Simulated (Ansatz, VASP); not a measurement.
# Cr in VASP and in Ansatz

```
Cr
1.0
    -1.40000    1.40000    1.40000
     1.40000   -1.40000    1.40000
     1.40000    1.40000   -1.40000
Cr
1
Direct
  0.00000 0.00000 0.00000
```

Alike in both runs: task single point; functional PBEsol; k mesh 8 × 8 × 8; occupations gaussian, width 0.1 eV; no spin polarisation.

|  | VASP | Ansatz |
| --- | --- | --- |
| version | VASP 6.6.1 | Ansatz 0.2.0 |
| potentials or method | VASP PAW PBE potentials, release 64 (Cr_pv), cutoff 500 eV | scalar-relativistic, plane waves, PAW |
| valence electrons in the cell | 12 | 14 |

|  | VASP | Ansatz | Ansatz less VASP |
| --- | --- | --- | --- |
| gap on the k mesh at the Fermi level (eV) | none | none | - |
| pressure (GPa) | 4.7 | 5.4 | +0.72 |

VASP's potentials were made for PBE, not for PBEsol, and Ansatz warns of the same on its side. A gap of «none» marks a metal or a gap that the smearing closes. VASP's potentials hold 12 valence electrons a cell and Ansatz's 14, so a difference there can come from the potentials and not from the codes.

The k mesh is coarse, so the values compare programs but aren't converged.
